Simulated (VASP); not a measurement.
Rh: single point with LDA

Rh:

```xyz
2
Lattice="0.0000 2.6222 2.6222 2.6222 0.0000 2.6222 2.6222 2.6222 0.0000" Properties=species:S:1:pos:R:3 pbc="T T T"
Rh    0.6556    0.6556    0.6556
Rh    4.5889    4.5889    4.5889
```

This isn't the form of Rh at room conditions, which is fcc.

```
Program             : VASP 6.6.1
Task                : single point
Functional          : LDA
Potentials or basis : VASP PAW LDA potentials, release 64 (Rh_pv)
Cutoff              : 520 eV
k mesh              : 11 × 11 × 11
Occupations         : fermi-dirac, width 0.1 eV
Spin                : no spin polarisation
```

```yaml
Pressure: 17.5 GPa
Band_gap_on_the_k_mesh: zero (bands 15 and 16 overlap by 1.40 eV)
```

Levels at points of the mesh, in eV from the Fermi level:
| k point | band 11 | band 12 | band 13 | band 14 | band 15 | band 16 | band 17 | band 18 | band 19 | band 20 |
| --- | --- | --- | --- | --- | --- | --- | --- | --- | --- | --- |
| (0.00, 0.00, 0.00) | -4.65 | -4.65 | -1.75 | -1.75 | -1.75 | 0.58 | 0.58 | 12.95 | 13.36 | 13.36 |

It took 13 s on 1 thread of Intel(R) Xeon(R) 6975P-C (Granite Rapids), with other jobs on the host, peak memory 0.16 GiB.

Caveat: the cell stands under pressure.
